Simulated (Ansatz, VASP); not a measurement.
# AlN: VASP beside Ansatz

```xyz
4
Lattice="3.1130 0.0000 0.0000 -1.5565 2.6959 0.0000 0.0000 0.0000 4.9810" Properties=species:S:1:pos:R:3 pbc="T T T"
Al    1.5565    0.8986    2.4905
Al    0.0000    1.7973    0.0000
N     1.5565    0.8986    4.3833
N     0.0000    1.7973    1.8928
```

Alike in both runs: task single point; functional PBE-based screened hybrid with a share of 0.1 of exact exchange and HFSCREEN = 0.2; k mesh 5 × 5 × 3; occupations fermi-dirac, width 0.05 eV; no spin polarisation.

```csv
,VASP,Ansatz
version,VASP 6.6.1,Ansatz 0.2.0
potentials or method,"VASP PAW PBE potentials, release 64 (Al, N)",Ansatz PAW
plane-wave cutoff (eV),520,420
valence electrons in the cell,16,16
```

Ansatz gave:

| Item | Value |
| --- | --- |
| gap on the k mesh at the Fermi level (eV) | 4.76 |
| least direct gap on the mesh (eV) | 4.76 |
| pressure (GPa) | 1.5 |
| traceless stress, the component that is largest in VASP (GPa) | 0.98 |
| rms of the force components (eV/Å) | 0.077 |

Problem. What did VASP give for the same quantities?

Solution. gap on the k mesh at the Fermi level (eV): 4.76; least direct gap on the mesh (eV): 4.76; pressure (GPa): 1.3; traceless stress, the component that is largest in VASP (GPa): 1.05; rms of the force components (eV/Å): 0.076.

VASP's potentials were made for PBE, not for PBE-based screened hybrid. Atom by atom the forces differ by 0.001 eV/Å (rms over components). With one functional, cell and mesh, what is left measures potentials, basis and numerics.

The k mesh is coarse, so the values compare programs but aren't converged. Noted on Ansatz's run: odd divisions of the mesh miss points on the zone boundary, where band edges often lie, so the gap on the mesh can be too wide.
